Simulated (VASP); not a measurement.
Runs of VASP 6.6.1 on Zn. The structure is that of space group Im-3m (No. 229), or close to it. The cells are those of the table. 

```tsv
cell	gap on the mesh (eV)	pressure (GPa)
a = 2.748 Å, angles 109.5°, 1 atom	none	-1.9
a = 2.712 Å, angles 109.5°, 1 atom	none	(b)
a = 2.765 Å, angles 109.5°, 1 atom	none	-2.8
a = 2.694 Å, angles 109.5°, 1 atom	none	(a)
a = 2.730 Å, angles 109.5°, 1 atom	none	-0.8
```

Alike in all rows: task single point; level PBE; potentials or basis VASP PAW PBE potentials, release 64 (Zn); no spin polarisation; k mesh 49 × 49 × 49; cutoff (eV) 520; smearing fermi-dirac 0.0612256 eV.

Problem. Estimate the missing entries.

Solution. (a) 1.8; (b) 0.4.

A gap of «none» marks levels without a gap at the run's occupations.
